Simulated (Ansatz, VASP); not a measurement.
# Two plane-wave programs on Si

```
Si
1.0
     0.00000    2.70104    2.70104
     2.70104    0.00000    2.70104
     2.70104    2.70104    0.00000
Si
2
Direct
  0.00000 0.00000 0.00000
  0.25000 0.25000 0.25000
```

Alike in both runs: functional LDA; k mesh 8 × 8 × 8; occupations gaussian, width 0.05 eV; no spin polarisation.

Ansatz relaxed the structure, and its values are those at the end. VASP's run is a single point on that final structure, the one shown.

|  | VASP | Ansatz |
| --- | --- | --- |
| version | VASP 6.6.1 | Ansatz 0.2.0 |
| potentials or method | VASP PAW LDA potentials, release 64 (Si) | scalar-relativistic, plane waves, PAW |
| plane-wave cutoff (eV) | 500 | 420 |
| valence electrons in the cell | 8 | 8 |

```csv
,VASP,Ansatz,Ansatz less VASP
gap on the k mesh at the Fermi level (eV),0.49,0.49,+0.001
least direct gap on the mesh (eV),2.53,2.53,+0.002
pressure (GPa),0.0,0.0,-0.04
```

LDA's correlation is that of Perdew and Zunger in VASP and of Perdew and Wang (1992) in Ansatz.
